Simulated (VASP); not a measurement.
# BiTe5 (P4/mmm) in VASP: a series of runs

The runs below take BiTe5 through single point, relaxation of cell and atoms, with PBE.

Program: VASP 6.6.1. These are calculated values, not measurements. Logs are shortened: lines on timing, memory, paths and dates and some standing lists are left out, and cuts for length are marked.

## (1) The cell of the first run

Symmetry: P4/mmm, No. 123, tetragonal system. Conventional cell: a = 3.710 Å, b = 3.710 Å, c = 15.716 Å, α = 90.00°, β = 90.00°, γ = 90.00°. Within 4.9 Å of Bi (site symmetry 4/mmm) lie 4 Bi at 3.71 Å and 8 Te at 3.81 Å. Within 4.8 Å of Te (site symmetry 4mm) lie 12 Te at 3.62 to 3.71 Å. Within 4.8 Å of Te (site symmetry 4mm) lie 8 Te at 3.62 to 3.71 Å and 4 Bi at 3.81 Å. Within 5.3 Å of Te (site symmetry 4/mmm) lie 18 Te at 3.69 to 5.25 Å.

The cell was built from a structure type or drawn by symmetry, and may not be a known phase.

## (2) Single point, PBE

INCAR reads:

```
SYSTEM = BiTe5
PREC = Accurate
ENCUT = 520
EDIFF = 1E-6
ISMEAR = 0
SIGMA = 0.1
LREAL = .False.
LASPH = .True.
NELM = 60
ALGO = Normal
ISIF = 2
LWAVE = .False.
LCHARG = .False.
GGA = PE
NBANDS = 32
```

KPOINTS reads:

```
Automatic mesh
0
Gamma
  6 6 1
  0 0 0
```

POSCAR reads:

```
BiTe5
1.0
    3.7101411200      0.0000000000      0.0000000000
    0.0000000000      3.7101411200      0.0000000000
    0.0000000000      0.0000000000     15.7160383300
Bi Te
1 5
Direct
    0.5000000000      0.5000000000      0.0000000000
    0.5000000000      0.5000000000      0.3344822800
    0.5000000000      0.5000000000      0.6655177200
    0.0000000000      0.0000000000      0.1759868000
    0.0000000000      0.0000000000      0.8240132000
    0.0000000000      0.0000000000      0.5000000000
```

Potentials or basis: VASP PAW PBE potentials, release 64 (Bi_d, Te).

Command:

```bash
cat potpaw_PBE.64/Bi_d/POTCAR potpaw_PBE.64/Te/POTCAR > POTCAR
mpirun -np 1 vasp_std > vasp.out
```

OUTCAR:

```text
SYSTEM = BiTe5
   PREC = Accurate
   ENCUT = 520
   EDIFF = 1E-6
   ISMEAR = 0
   LREAL = .False.
   LASPH = .True.
   NELM = 60
   ISIF = 2
   GGA = PE

 ion  position               nearest neighbor table
   1  0.500  0.500  0.000-
   2  0.500  0.500  0.334-   4 3.62   4 3.62   4 3.62   4 3.62
   3  0.500  0.500  0.666-   5 3.62   5 3.62   5 3.62   5 3.62
   4  0.000  0.000  0.176-   2 3.62   2 3.62   2 3.62   2 3.62
   5  0.000  0.000  0.824-   3 3.62   3 3.62   3 3.62   3 3.62
   6  0.000  0.000  0.500-

  LATTYP: Found a simple tetragonal cell.
 ALAT       =     3.7101411200
 C/A-ratio  =     4.2359678033

  Lattice vectors:

 A1 = (   3.7101411200,   0.0000000000,   0.0000000000)
 A2 = (   0.0000000000,   3.7101411200,   0.0000000000)
 A3 = (   0.0000000000,   0.0000000000,  15.7160383300)

Analysis of symmetry for initial positions (statically):
=====================================================================
 Subroutine PRICEL returns:
 Original cell was already a primitive cell.

 Routine SETGRP: Setting up the symmetry group for a
 simple tetragonal supercell.

 Subroutine GETGRP returns: Found 16 space group operations
 (whereof 16 operations were pure point group operations)
 out of a pool of 16 trial point group operations.

The static configuration has the point symmetry D_4h.

Analysis of symmetry for dynamics (positions and initial velocities):
=====================================================================
 Subroutine PRICEL returns:
 Original cell was already a primitive cell.

 Routine SETGRP: Setting up the symmetry group for a
 simple tetragonal supercell.

 Subroutine GETGRP returns: Found 16 space group operations
 (whereof 16 operations were pure point group operations)
 out of a pool of 16 trial point group operations.

The dynamic configuration has the point symmetry D_4h.

 Subroutine INISYM returns: Found 16 space group operations
 (whereof 16 operations are pure point group operations),
 and found     1 'primitive' translations

----------------------------------------------------------------------------------------

                                     Primitive cell

  volume of cell :     216.3336

  direct lattice vectors                    reciprocal lattice vectors
     3.710141120  0.000000000  0.000000000     0.269531527  0.000000000  0.000000000
     0.000000000  3.710141120  0.000000000     0.000000000  0.269531527  0.000000000
     0.000000000  0.000000000 15.716038330     0.000000000  0.000000000  0.063629267

  length of vectors
     3.710141120  3.710141120 15.716038330     0.269531527  0.269531527  0.063629267

  position of ions in fractional coordinates (direct lattice)
     0.500000000  0.500000000  0.000000000
     0.500000000  0.500000000  0.334482280
     0.500000000  0.500000000  0.665517720
     0.000000000  0.000000000  0.175986800
     0.000000000  0.000000000  0.824013200
     0.000000000  0.000000000  0.500000000

  ion indices of the primitive-cell ions
   primitive index   ion index
                 1           1
                 2           2
                 3           3
                 4           4
                 5           5
                 6           6

----------------------------------------------------------------------------------------

 KPOINTS: Automatic mesh

Automatic generation of k-mesh.
 Grid dimensions read from file:
 generate k-points for:    6    6    1

 Generating k-lattice:

  Cartesian coordinates                     Fractional coordinates (reciprocal lattice)
     0.044921921  0.000000000  0.000000000     0.166666667  0.000000000  0.000000000
     0.000000000  0.044921921  0.000000000     0.000000000  0.166666667  0.000000000
     0.000000000  0.000000000  0.063629267     0.000000000  0.000000000  1.000000000

  Length of vectors
     0.044921921  0.044921921  0.063629267

  Shift w.r.t. Gamma in fractional coordinates (k-lattice)
     0.000000000  0.000000000  0.000000000

 Subroutine IBZKPT returns following result:
 ===========================================

 Found     10 irreducible k-points:

 Following reciprocal coordinates:
            Coordinates               Weight
  0.000000  0.000000  0.000000      1.000000
  0.166667  0.000000  0.000000      4.000000
  0.333333  0.000000  0.000000      4.000000
  0.500000  0.000000  0.000000      2.000000
  0.166667  0.166667  0.000000      4.000000
  0.333333  0.166667  0.000000      8.000000
  0.500000  0.166667  0.000000      4.000000
  0.333333  0.333333  0.000000      4.000000
  0.500000  0.333333  0.000000      4.000000
  0.500000  0.500000  0.000000      1.000000
   k-points           NKPTS =     10   k-points in BZ     NKDIM =     10   number of bands    NBANDS=     32
   number of dos      NEDOS =    301   number of ions     NIONS =      6
   total plane-waves  NPLWV =  94080
   dimension x,y,z NGX =    28 NGY =   28 NGZ =  120
   dimension x,y,z NGXF=    56 NGYF=   56 NGZF=  240
   ions per type =               1   5
   NGX,Y,Z   is equivalent  to a cutoff of  12.55, 12.55, 12.69 a.u.
   NGXF,Y,Z  is equivalent  to a cutoff of  25.09, 25.09, 25.39 a.u.
 SYSTEM =  BiTe5
   PREC   = accura    normal or accurate (medium, high low for compatibility)
   ISTART =      0    job   : 0-new  1-cont  2-samecut
   ICHARG =      2    charge: 1-file 2-atom 10-const
   ISPIN  =      1    spin polarized calculation?
   LNONCOLLINEAR =      F non collinear calculations
   LSORBIT =      F    spin-orbit coupling
   LASPH  =      T    aspherical Exc in radial PAW
   ENCUT  =  520.0 eV  38.22 Ry    6.18 a.u.   6.90  6.90 29.22*2*pi/ulx,y,z
   NELM   =     60;   NELMIN=  2; NELMDL= -5     # of ELM steps
   EDIFF  = 0.1E-05   stopping-criterion for ELM
   LREAL  =      F    real-space projection
   EDIFFG = 0.1E-04   stopping-criterion for IOM
   NSW    =      0    number of steps for IOM
   IBRION =     -1    ionic relax: 0-MD 1-quasi-New 2-CG
   NFREE  =      0    steps in history (QN), initial steepest desc. (CG)
   ISIF   =      2    stress and relaxation
   ISYM   =      2    0-nonsym 1-usesym 2-fastsym
   POTIM  = 0.5000    time-step for ionic-motion
   TEBEG  =    0.0;   TEEND  =   0.0 temperature during run
   PSTRESS=    0.0 pullay stress
   NELECT =      45.0000    total number of electrons
   NUPDOWN=      -1.0000    fix difference up-down
   EMIN   =  10.00;   EMAX   =-10.00  energy-range for DOS
   EFERMI =   0.00;   METHOD = LEGACY
   ISMEAR =     0;   SIGMA  =   0.10  broadening in eV -4-tet -1-fermi 0-gaus
   EFERMI_NEDOS =   21; number of points for ismear=-14 and -15
   IALGO  =     38    algorithm
   IMIX   =      4    mixing-type and parameters
     AMIX     =   0.40;   BMIX     =  1.00
     AMIX_MAG =   1.60;   BMIX_MAG =  1.00
  volume/ion in A,a.u.               =      36.06       243.32
  Fermi-wavevector in a.u.,A,eV,Ry     =   0.969998  1.833031 12.801680  0.940897
  Thomas-Fermi vector in A             =   2.100097
   LORBIT       =      0    0 simple, 1 ext, 2 COOP (PROOUT), +10 PAW based schemes
   GGA     = PE    functional components
   LHFCALC =     F    Hartree Fock is set to
   AEXX    =    0.0000 exact exchange contribution
   IVDW    =     0    specifies the selected vdW correction
   LEPSILON=     F    determine dielectric tensor
   LRPA    =     F    only Hartree local field effects (RPA)
 non-spin polarized calculation
 Gauss-broadening in eV      SIGMA  =   0.10
  energy-cutoff  :      520.00
  volume of cell :      216.33
 maximum number of plane-waves:      5876
 NGX is ok and might be reduce to    28
   NGX = 13   NGY = 13   NGZ = 59

 number of electron      45.0000007 magnetization

 Free energy of the ion-electron system (eV)
  ---------------------------------------------------
  ext. energy  EPLUGINS =         0.00000000
  ---------------------------------------------------
  free energy    TOTEN  =       -16.18045320 eV

  energy without entropy =      -16.12966472  energy(sigma->0) =      -16.15505896

 E-fermi :   5.2084     XC(G=0):  -9.1427

 val. band max:        5.1680175380   @ k =   0.5000   0.1667   0.0000
 cond. band min:       5.2328578571   @ k =   0.3333   0.3333   0.0000
 fundamental gap:      0.0648403191
 Fermi energy:         5.2084223549

 k-point     1 :       0.0000    0.0000    0.0000
  band No.  band energies     occupation
      1     -18.1566      2.00000
      2     -18.0987      2.00000
      3     -18.0987      2.00000
      4     -18.0972      2.00000
      5     -18.0176      2.00000
      6      -7.2052      2.00000
[... 24 lines left out ...]
     31      10.0533      0.00000
     32      10.2749      0.00000

 k-point     2 :       0.1667    0.0000    0.0000
  band No.  band energies     occupation
      1     -18.1523      2.00000
      2     -18.1043      2.00000
      3     -18.0982      2.00000
      4     -18.0824      2.00000
      5     -18.0226      2.00000
      6      -6.9739      2.00000
[... 24 lines left out ...]
     31      10.5991      0.00000
     32      10.8790      0.00000

 k-point     3 :       0.3333    0.0000    0.0000
  band No.  band energies     occupation
      1     -18.1471      2.00000
      2     -18.1156      2.00000
      3     -18.0973      2.00000
      4     -18.0493      2.00000
      5     -18.0326      2.00000
      6      -6.3308      2.00000
[... 24 lines left out ...]
     31      11.3579      0.00000
     32      11.5453      0.00000

 k-point     4 :       0.5000    0.0000    0.0000
  band No.  band energies     occupation
      1     -18.1454      2.00000
      2     -18.1212      2.00000
      3     -18.0969      2.00000
      4     -18.0375      2.00000
      5     -18.0318      2.00000
      6      -5.4879      2.00000
[... 24 lines left out ...]
     31      11.7759      0.00000
     32      11.9328      0.00000

 k-point     5 :       0.1667    0.1667    0.0000
  band No.  band energies     occupation
      1     -18.1464      2.00000
      2     -18.1040      2.00000
      3     -18.1037      2.00000
      4     -18.0691      2.00000
      5     -18.0278      2.00000
      6      -6.7467      2.00000
[... 24 lines left out ...]
     31      11.8664      0.00000
     32      12.1996      0.00000

 k-point     6 :       0.3333    0.1667    0.0000
  band No.  band energies     occupation
      1     -18.1387      2.00000
      2     -18.1150      2.00000
      3     -18.1028      2.00000
      4     -18.0383      2.00000
      5     -18.0382      2.00000
      6      -6.1198      2.00000
[... 24 lines left out ...]
     31      11.8361      0.00000
     32      11.9870      0.00000

 k-point     7 :       0.5000    0.1667    0.0000
  band No.  band energies     occupation
      1     -18.1362      2.00000
      2     -18.1206      2.00000
      3     -18.1023      2.00000
      4     -18.0434      2.00000
      5     -18.0216      2.00000
      6      -5.3228      2.00000
[... 24 lines left out ...]
     31      11.4730      0.00000
     32      11.5292      0.00000

 k-point     8 :       0.3333    0.3333    0.0000
  band No.  band energies     occupation
      1     -18.1265      2.00000
      2     -18.1140      2.00000
      3     -18.1136      2.00000
      4     -18.0496      2.00000
      5     -18.0118      2.00000
      6      -5.5576      2.00000
[... 24 lines left out ...]
     31      10.6246      0.00000
     32      10.6378      0.00000

 k-point     9 :       0.5000    0.3333    0.0000
  band No.  band energies     occupation
      1     -18.1221      2.00000
      2     -18.1193      2.00000
      3     -18.1132      2.00000
      4     -18.0553      2.00000
      5     -17.9968      2.00000
      6      -4.9402      2.00000
[... 24 lines left out ...]
     31      10.1427      0.00000
     32      10.8492      0.00000

 k-point    10 :       0.5000    0.5000    0.0000
  band No.  band energies     occupation
      1     -18.1186      2.00000
      2     -18.1186      2.00000
      3     -18.1169      2.00000
      4     -18.0612      2.00000
      5     -17.9825      2.00000
      6      -4.7133      2.00000
[... 24 lines left out ...]
     31       9.2843      0.00000
     32      10.0935      0.00000

------------------------ aborting loop because EDIFF is reached ----------------------------------------

  FORCE on cell =-STRESS in cart. coord.  units (eV):
  Direction    XX          YY          ZZ          XY          YZ          ZX
  --------------------------------------------------------------------------------------
  -------------------------------------------------------------------------------------
  Total       -8.3319635     -8.3319635    -10.4400816      0.0000000      0.0000000      0.0000000
  in kB      -61.7069389    -61.7069389    -77.3197676      0.0000000      0.0000000      0.0000000
  external PRESSURE =     -66.9112151 kB  Pullay stress =       0.0000000 kB

 VOLUME and BASIS-vectors are now :
 -----------------------------------------------------------------------------
  energy-cutoff  :      520.00
  volume of cell :      216.33
      direct lattice vectors                 reciprocal lattice vectors
     3.710141120  0.000000000  0.000000000     0.269531527  0.000000000  0.000000000
     0.000000000  3.710141120  0.000000000     0.000000000  0.269531527  0.000000000
     0.000000000  0.000000000 15.716038330     0.000000000  0.000000000  0.063629267

 POSITION                                       TOTAL-FORCE (eV/Angst)
 -----------------------------------------------------------------------------------
      1.85507      1.85507      0.00000         0.000000     -0.000000      0.000000
      1.85507      1.85507      5.25674         0.000000      0.000000      0.115903
      1.85507      1.85507     10.45930        -0.000000     -0.000000     -0.115903
      0.00000      0.00000      2.76582         0.000000     -0.000000     -0.012007
      0.00000      0.00000     12.95022         0.000000     -0.000000      0.012007
      0.00000      0.00000      7.85802         0.000000     -0.000000      0.000000
 -----------------------------------------------------------------------------------
    total drift:                                0.000000      0.000000     -0.000000

  FREE ENERGIE OF THE ION-ELECTRON SYSTEM (eV)
  ---------------------------------------------------
  free  energy   TOTEN  =       -16.1804532037 eV

  energy  without entropy=      -16.1296647193  energy(sigma->0) =      -16.15505896
```

Wall time 3 min (1 thread of Intel Xeon 8259CL, shared host); peak memory 0.32 GiB.

Results:

```yaml
Free_energy: -16.1805 eV
Pressure: -6.7 GPa
Largest_force: 0.116 eV/Å
Band_gap_on_the_k_mesh: zero (an odd number of electrons rules out a gap without spin polarisation)
```

Forces in eV/Å, atoms in the order of the input:
```
Bi   0.000  0.000  0.000
Te   0.000  0.000  0.116
Te   0.000  0.000 -0.116
Te   0.000  0.000 -0.012
Te   0.000  0.000  0.012
Te   0.000  0.000  0.000
```

Caveat: the k points lie up to 0.40 Å⁻¹ apart, too coarse for converged energies and pressures of a metal; spin-orbit coupling is left out, which moves the levels of the heavy elements.

## (3) Relaxation of cell and atoms, PBE

This run uses another cell than the first one, of 29.62 Å³/atom.

INCAR reads:

```
SYSTEM = BiTe5
ALGO = Normal ; EDIFF = 1E-6
EDIFFG = -0.04 ; ENCUT = 600
GGA = PE ; IBRION = 2
ISIF = 3 ; ISMEAR = 0
LASPH = .True. ; LCHARG = .False.
LREAL = .False. ; LWAVE = .False.
NELM = 80 ; NSW = 90
PREC = Accurate ; SIGMA = 0.1
```

KPOINTS reads:

```
k-points
0
Gamma
  4 4 2
  0 0 0
```

POSCAR reads:

```
BiTe5
1.0
    3.8261658353      0.0000000000      0.0000000000
    0.0000000000      3.8261658353      0.0000000000
    0.0000000000      0.0000000000     12.1392962921
Bi Te
1 5
Direct
    0.5000000000      0.5000000000      0.0000000000
    0.5000000000      0.5000000000      0.3451487902
    0.5000000000      0.5000000000      0.6548512098
    0.0000000000      0.0000000000      0.1603979374
    0.0000000000      0.0000000000      0.8396020626
    0.0000000000      0.0000000000      0.5000000000
```

Potentials or basis: VASP PAW PBE potentials, release 64 (Bi_d, Te).

Command:

```bash
cat potpaw_PBE.64/Bi_d/POTCAR potpaw_PBE.64/Te/POTCAR > POTCAR
mpirun -np 1 vasp_std > vasp.out
```

Wall time 7.4 min (1 thread of Intel Xeon 8259CL, shared host); peak memory 0.35 GiB.

Results (log left out):

```
Free energy                           : -18.2467 eV
Relaxed volume                        : 29.58 Å³/atom
Relaxed cell                          : a = 3.914 Å, b = 3.914 Å, c = 11.587 Å, α = 90.00°, β = 90.00°, γ = 90.00°
Space group after relaxing (to 0.1 Å) : P4/mmm (No. 123)
Energy gained by relaxing             : 14.0 meV/atom
Ionic steps                           : 6
Pressure after relaxing               : 0.1 GPa
Largest force after relaxing          : 0.024 eV/Å
Band gap on the k mesh                : zero (an odd number of electrons rules out a gap without spin polarisation)
```

Forces in eV/Å, atoms in the order of the input:
```
Bi   0.000  0.000  0.000
Te   0.000  0.000  0.009
Te   0.000  0.000 -0.009
Te   0.000  0.000 -0.024
Te   0.000  0.000  0.024
Te   0.000  0.000  0.000
```

The path:
| step | energy change (eV) | largest force (eV/Å) | pressure (GPa) | volume (Å³) |
| --- | --- | --- | --- | --- |
| 1 | 0.0000 | 0.0569 | 0.10 | 177.71 |
| 2 | -0.0709 | 0.0518 | -0.02 | 178.14 |
| 3 | -0.0811 | 0.0665 | -0.07 | 178.28 |
| 4 | -0.0824 | 0.0650 | -0.10 | 178.33 |
| 5 | -0.0834 | 0.0502 | -0.16 | 178.41 |
| 6 | -0.0838 | 0.0240 | 0.13 | 177.48 |

Final structure:
```yaml
crystal:
  lattice:
    - [3.91365, 0.00000, 0.00000]
    - [0.00000, 3.91365, 0.00000]
    - [0.00000, 0.00000, 11.58707]
  atoms:
    - { symbol: Bi, position: [0.50000, 0.50000, 0.00000] }
    - { symbol: Te, position: [0.50000, 0.50000, 0.34529] }
    - { symbol: Te, position: [0.50000, 0.50000, 0.65471] }
    - { symbol: Te, position: [0.00000, 0.00000, 0.16060] }
    - { symbol: Te, position: [0.00000, 0.00000, 0.83940] }
    - { symbol: Te, position: [0.00000, 0.00000, 0.50000] }
```

Levels at points of the mesh, in eV from the Fermi level:
```
           k point  band 19  band 20  band 21  band 22  band 23  band 24  band 25  band 26
(0.00, 0.00, 0.00)    -1.52    -1.52    -0.45     0.16     0.61     0.61     1.56     1.56
(0.50, 0.00, 0.00)    -0.68    -0.50    -0.36    -0.21    -0.11    -0.09     1.00     1.09
(0.50, 0.50, 0.00)    -2.68    -2.62    -1.93    -1.65    -1.65    -0.76    -0.76     0.06
(0.00, 0.00, 0.50)    -1.48    -0.59    -0.59    -0.38    -0.38     1.62     2.14     2.21
(0.50, 0.00, 0.50)    -0.66    -0.45    -0.14    -0.02     0.31     0.42     0.62     0.84
(0.50, 0.50, 0.50)    -3.15    -3.04    -3.04    -1.33    -0.84    -0.75    -0.43     0.79
```

Caveat: the k points lie up to 0.40 Å⁻¹ apart in the final cell, too coarse for converged energies and pressures of a metal; spin-orbit coupling is left out, which moves the levels of the heavy elements.
